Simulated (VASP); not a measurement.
Write the native input for VASP 6.6.1 that does the following.

```yaml
Task: single point
Functional: PBEsol
Potentials_or_basis: VASP PAW PBE potentials, release 64 (Pb_d)
Cutoff: 520 eV
k_mesh: 11 × 11 × 11
Occupations: fermi-dirac, width 0.1 eV
Spin: no spin polarisation
Dipole_correction: no
Further_INCAR_settings: ALGO = Normal; EDIFF = 1e-06; NBANDS = 13
```

The structure of Pb lies in POSCAR:

```
Pb
1.0
    3.3032262455      0.0000000000      0.0000000000
    0.0000000000      3.3032262455      0.0000000000
    0.0000000000      0.0000000000      3.3032262455
Pb
1
Direct
    0.0000000000      0.0000000000      0.0000000000
```

This cell differs from its parent crystal: volume scaled by 1.12.

One way to write it, as run:

INCAR

```
SYSTEM = Pb
PREC = Accurate ; ENCUT = 520
EDIFF = 1E-6 ; ISMEAR = -1
SIGMA = 0.1 ; LREAL = .False.
LASPH = .True. ; NELM = 80
ALGO = Normal ; ISIF = 2
LWAVE = .False. ; LCHARG = .False.
GGA = PS ; NBANDS = 13
```

KPOINTS

```
Automatic mesh
0
Gamma
  11 11 11
  0 0 0
```

Potentials or basis: VASP PAW PBE potentials, release 64 (Pb_d).

Run with:

```bash
$ cat potpaw_PBE.64/Pb_d/POTCAR > POTCAR
$ mpirun -np 1 vasp_std > vasp.out
```

It gave:

The pressure is -3.6 GPa. The band gap on the k mesh is zero (band 7 reaches 9.76 eV, above the bottom of band 8 at 3.54 eV).

Caveat: the PAW data sets were made with another functional, which shifts forces and pressure a little; spin-orbit coupling is left out, which moves the levels of the heavy elements.

It took 8.3 s on 1 thread of Intel(R) Xeon(R) 6975P-C (Granite Rapids), on a shared host, peak memory 0.16 GiB.
